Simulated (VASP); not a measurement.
Here is a VASP 6.6.1 calculation.

File POSCAR:

```
Ge
1.0
   -2.5915398167      2.5915398167      1.4066673013
    2.5915398167     -2.5915398167      1.4066673013
    2.5915398167      2.5915398167     -1.4066673013
Ge
2
Direct
    0.5000000000      0.5000000000      0.0000000000
    0.2500000000      0.7500000000      0.5000000000
```

INCAR.step1

```
SYSTEM = Ge
PREC = Accurate ; ENCUT = 520
ISMEAR = -1 ; SIGMA = 0.05
LREAL = .False. ; LASPH = .True.
NELM = 60 ; NBANDS = 21
GGA = PE ; ALGO = Normal
EDIFF = 1E-4 ; LWAVE = .True.
LCHARG = .False.
```

The input INCAR.step2:

```
SYSTEM = Ge
PREC = Accurate ; ENCUT = 520
EDIFF = 1E-6 ; ISMEAR = -1
SIGMA = 0.05 ; LREAL = .False.
LASPH = .True. ; NELM = 60
ALGO = Normal ; ISIF = 2
LWAVE = .False. ; LCHARG = .False.
METAGGA = R2SCAN ; LMIXTAU = .True.
NBANDS = 21 ; ISTART = 1
```

File KPOINTS:

```
Automatic mesh
0
Gamma
  11 11 11
  0 0 0
```

Potentials or basis: VASP PAW PBE potentials, release 64 (Ge_d).

Launch:

```bash
$ cat potpaw_PBE.64/Ge_d/POTCAR > POTCAR
$ cp INCAR.step1 INCAR
$ mpirun -np 1 vasp_std > vasp.out
$ cp INCAR.step2 INCAR
$ mpirun -np 1 vasp_std > vasp.out
```

**Question.** What does it give for the pressure?

**Answer.** -1.1 GPa.

**Question.** Estimate the band gap on the k mesh.

**Answer.** Zero (bands 14 and 15 overlap by 4.80 eV).

Stress tensor (GPa, compression positive):
```
-1.25  0.00  0.00
 0.00 -1.25  0.00
 0.00  0.00 -0.71
```

Caveat: the PAW data sets were made with another functional, which shifts forces and pressure a little.
